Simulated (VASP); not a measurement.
# InSb (F-43m) in VASP: further runs, part 2 of 2

VASP 6.6.1. The steps go on from the part before.

## Step 4: Single point, PBE (volume scaled by 0.960)

INCAR

```
SYSTEM = InSb
  PREC = Accurate
  ENCUT = 520
  EDIFF = 1E-7
  ISMEAR = 0
  SIGMA = 0.05
  LREAL = .FALSE.
  LASPH = .TRUE.
  NELM = 60
  ALGO = Normal
  ISIF = 2
  LWAVE = .FALSE.
  LCHARG = .FALSE.
  GGA = PE
  NBANDS = 16
```

KPOINTS

```
regular mesh
0
G
  10 10 10
  0 0 0
```

POSCAR

```
InSb
1.0
    0.0000000000      3.2724265998      3.2724265998
    3.2724265998      0.0000000000      3.2724265998
    3.2724265998      3.2724265998      0.0000000000
In Sb
1 1
Direct
    0.0000000000      0.0000000000      0.0000000000
    0.7500000000      0.7500000000      0.7500000000
```

Potentials or basis: VASP PAW PBE potentials, release 64 (In_d, Sb).

Launch:

```bash
$ cat potpaw_PBE.64/In_d/POTCAR potpaw_PBE.64/Sb/POTCAR > POTCAR
$ mpirun -np 1 vasp_std > vasp.out
```

OUTCAR:

```text
SYSTEM = InSb
   PREC = Accurate
   ENCUT = 520
   EDIFF = 1E-7
   ISMEAR = 0
   LREAL = .FALSE.
   LASPH = .TRUE.
   NELM = 60
   ISIF = 2
   GGA = PE

 ion  position               nearest neighbor table
   1  0.000  0.000  0.000-   2 2.83   2 2.83   2 2.83   2 2.83
   2  0.750  0.750  0.750-   1 2.83   1 2.83   1 2.83   1 2.83

  LATTYP: Found a face centered cubic cell.
 ALAT       =     6.5448531996

  Lattice vectors:

 A1 = (   0.0000000000,   3.2724265998,   3.2724265998)
 A2 = (   3.2724265998,   0.0000000000,   3.2724265998)
 A3 = (   3.2724265998,   3.2724265998,   0.0000000000)

Analysis of symmetry for initial positions (statically):
=====================================================================
 Subroutine PRICEL returns:
 Original cell was already a primitive cell.

 Routine SETGRP: Setting up the symmetry group for a
 face centered cubic supercell.

 Subroutine GETGRP returns: Found 24 space group operations
 (whereof 24 operations were pure point group operations)
 out of a pool of 48 trial point group operations.

The static configuration has the point symmetry T_d .

Analysis of symmetry for dynamics (positions and initial velocities):
=====================================================================
 Subroutine PRICEL returns:
 Original cell was already a primitive cell.

 Routine SETGRP: Setting up the symmetry group for a
 face centered cubic supercell.

 Subroutine GETGRP returns: Found 24 space group operations
 (whereof 24 operations were pure point group operations)
 out of a pool of 48 trial point group operations.

The dynamic configuration has the point symmetry T_d .

 Subroutine INISYM returns: Found 24 space group operations
 (whereof 24 operations are pure point group operations),
 and found     1 'primitive' translations
[... 103 lines left out ...]
   POTIM  = 0.5000    time-step for ionic-motion
   TEBEG  =    0.0;   TEEND  =   0.0 temperature during run
   PSTRESS=    0.0 pullay stress
   NELECT =      18.0000    total number of electrons
   NUPDOWN=      -1.0000    fix difference up-down
   EMIN   =  10.00;   EMAX   =-10.00  energy-range for DOS
   EFERMI =   0.00;   METHOD = LEGACY
   ISMEAR =     0;   SIGMA  =   0.05  broadening in eV -4-tet -1-fermi 0-gaus
   EFERMI_NEDOS =   21; number of points for ismear=-14 and -15
   IALGO  =     38    algorithm
   IMIX   =      4    mixing-type and parameters
     AMIX     =   0.40;   BMIX     =  1.00
     AMIX_MAG =   1.60;   BMIX_MAG =  1.00
  volume/ion in A,a.u.               =      35.04       236.49
  Fermi-wavevector in a.u.,A,eV,Ry     =   1.040605  1.966458 14.733177  1.082858
  Thomas-Fermi vector in A             =   2.175188
   LORBIT       =      0    0 simple, 1 ext, 2 COOP (PROOUT), +10 PAW based schemes
   GGA     = PE    functional components
   LHFCALC =     F    Hartree Fock is set to
   AEXX    =    0.0000 exact exchange contribution
   IVDW    =     0    specifies the selected vdW correction
   LEPSILON=     F    determine dielectric tensor
   LRPA    =     F    only Hartree local field effects (RPA)
 non-spin polarized calculation
 Gauss-broadening in eV      SIGMA  =   0.05
  energy-cutoff  :      520.00
  volume of cell :       70.09
 maximum number of plane-waves:      1917
   NGX = 17   NGY = 17   NGZ = 17

 number of electron      17.9999997 magnetization

 Free energy of the ion-electron system (eV)
  ---------------------------------------------------
  ext. energy  EPLUGINS =         0.00000000
  ---------------------------------------------------
  free energy    TOTEN  =        -6.93742686 eV

  energy without entropy =       -6.93734966  energy(sigma->0) =       -6.93738826

 E-fermi :   4.8047     XC(G=0):  -8.5562

 val. band max:        4.7894201186   @ k =   0.0000   0.0000   0.0000
 cond. band min:       5.2755308796   @ k =   0.5000   0.0000   0.0000
 fundamental gap:      0.4861107610
 Fermi energy:         4.8046564344

 k-point     1 :       0.0000    0.0000    0.0000
  band No.  band energies     occupation
      1      -9.7537      2.00000
      2      -9.7537      2.00000
      3      -9.7537      2.00000
      4      -9.6768      2.00000
      5      -9.6768      2.00000
      6      -5.7392      2.00000
[... 433 lines left out ...]
      3      -9.7234      2.00000
      4      -9.6886      2.00000
      5      -9.6706      2.00000
      6      -4.4407      2.00000
[... 8 lines left out ...]
     15      14.3241      0.00000
     16      14.7451      0.00000

 [... further k-points ...]
[... 5 lines left out ...]
  --------------------------------------------------------------------------------------
  -------------------------------------------------------------------------------------
  Total        0.7214792      0.7214792      0.7214792     -0.0000000     -0.0000000     -0.0000000
  in kB       16.4928107     16.4928107     16.4928107     -0.0000000     -0.0000000     -0.0000000
  external PRESSURE =      16.4928107 kB  Pullay stress =       0.0000000 kB

 VOLUME and BASIS-vectors are now :
 -----------------------------------------------------------------------------
  energy-cutoff  :      520.00
  volume of cell :       70.09
      direct lattice vectors                 reciprocal lattice vectors
     0.000000000  3.272426600  3.272426600    -0.152791815  0.152791815  0.152791815
     3.272426600  0.000000000  3.272426600     0.152791815 -0.152791815  0.152791815
     3.272426600  3.272426600  0.000000000     0.152791815  0.152791815 -0.152791815

 POSITION                                       TOTAL-FORCE (eV/Angst)
 -----------------------------------------------------------------------------------
      0.00000      0.00000      0.00000         0.000000      0.000000     -0.000000
      4.90864      4.90864      4.90864        -0.000000     -0.000000      0.000000
 -----------------------------------------------------------------------------------
    total drift:                                0.000000      0.000000      0.000000

  FREE ENERGIE OF THE ION-ELECTRON SYSTEM (eV)
  ---------------------------------------------------
  free  energy   TOTEN  =        -6.9374268559 eV

  energy  without entropy=       -6.9373496555  energy(sigma->0) =       -6.93738826
```

stdout:

```text
POSCAR found type information on POSCAR InSb
 POSCAR found :  2 types and       2 ions
 scaLAPACK will be used
 LDA part: xc-table for (Slater+PW92), standard interpolation
 POSCAR, INCAR and KPOINTS ok, starting setup
 FFT: planning ... GRIDC
 FFT: planning ... GRID_SOFT
 FFT: planning ... GRID
 WAVECAR not read
 entering main loop
```

Wall time 32 s (1 thread of AMD EPYC 9R45 (Zen 5), shared host); peak memory 0.2 GiB.

What came out:

```
Free energy            : -6.9374 eV
Pressure               : 1.6 GPa
Band gap on the k mesh : zero (filled and empty bands touch)
```

Caveat: spin-orbit coupling is left out, which moves the levels of the heavy elements.

## Step 5: Single point, PBE (volume scaled by 0.980)

INCAR

```
PREC     = Accurate       # precision mode
ENCUT    = 520            # plane-wave cutoff, eV
EDIFF    = 1E-7           # SCF threshold, eV
ISMEAR   = 0              # smearing method
SIGMA    = 0.05           # smearing width, eV
LREAL    = False          # projectors in reciprocal space
LASPH    = True           # aspherical terms in the spheres
NELM     = 80             # most SCF steps
ALGO     = Normal         # electronic algorithm
ISIF     = 2              # what is computed and relaxed
LWAVE    = False          # write WAVECAR
LCHARG   = True           # write CHGCAR
GGA      = PE             # functional
LELF     = True           # ELF
LVHAR    = True         
NBANDS   = 16             # bands
```

KPOINTS

```
Automatic mesh
0
Gamma
  10 10 10
```

POSCAR

```
InSb
1.0
    0.0000000000      3.2949957723      3.2949957723
    3.2949957723      0.0000000000      3.2949957723
    3.2949957723      3.2949957723      0.0000000000
In Sb
1 1
Direct
    0.0000000000      0.0000000000      0.0000000000
    0.7500000000      0.7500000000      0.7500000000
```

Launch:

```bash
$ cat potpaw_PBE.64/In_d/POTCAR potpaw_PBE.64/Sb/POTCAR > POTCAR
$ mpirun -np 1 vasp_std > vasp.out
```

Run time: 34 s. Hardware: 1 thread of AMD EPYC 9R45 (Zen 5), shared host; peak memory 0.2 GiB.

It converged, with:

| Quantity | Value |
| --- | --- |
| Free energy | -6.9486 eV |
| Pressure | 0.8 GPa |
| Band gap on the k mesh | zero (filled and empty bands touch) |

Levels at points of the mesh, in eV from the Fermi level:
```tsv
k point	band 5	band 6	band 7	band 8	band 9	band 10	band 11	band 12	band 13	band 14
(0.00, 0.00, 0.00)	-14.45	-10.42	-0.49	-0.02	-0.02	-0.02	2.95	2.95	2.95	5.67
(0.50, 0.00, 0.00)	-14.45	-9.18	-5.40	-0.95	-0.95	0.44	3.79	3.79	6.10	7.98
(0.50, 0.50, 0.00)	-14.44	-8.63	-5.72	-2.11	-2.11	1.34	1.42	7.84	7.84	8.46
```

Caveat: spin-orbit coupling is left out, which moves the levels of the heavy elements.

## Step 6: Summary

```tsv
cell	gap on the mesh (eV)	pressure (GPa)
a = 4.596 Å, angles 60.0°, 2 atoms	none	2.6
a = 4.623 Å, angles 60.0°, 2 atoms	none	1.8
a = 4.628 Å, angles 60.0°, 2 atoms	none	1.6
a = 4.660 Å, angles 60.0°, 2 atoms	none	0.8
```

Alike in all rows: task single point; level PBE; potentials or basis VASP PAW PBE potentials, release 64 (In_d, Sb); no spin polarisation; k mesh 10 × 10 × 10; cutoff (eV) 520; smearing gaussian 0.05 eV.

Caveats: spin-orbit coupling is left out, which moves the levels of the heavy elements.

Total energies depend on the potentials used, so only differences within one code and one set of settings carry meaning.

## Step 7: Comparison with measurements

Step 2. Against the measured gap of InSb, 0.24 eV (quoted in “Electronic Structure and Epitaxy of CdTe Shells on InSb Nanowires”, 2021, arxiv:2111.05126), the calculated 0.00 eV is off by -0.24 eV. Spin-orbit coupling on In, Sb is left out. The value is that of PBE on a finite k mesh, which can miss the band edges, without temperature or zero-point motion. Semilocal functionals fall short of measured gaps as a rule.

Step 3. A measured gap of InSb is 0.24 eV (quoted in “Electronic Structure and Epitaxy of CdTe Shells on InSb Nanowires”, 2021, arxiv:2111.05126); the calculated 0.00 eV misses it by -0.24 eV. Spin-orbit coupling on In, Sb is left out. The value is that of PBE on a finite k mesh, which can miss the band edges, without temperature or zero-point motion. Semilocal functionals fall short of measured gaps as a rule.
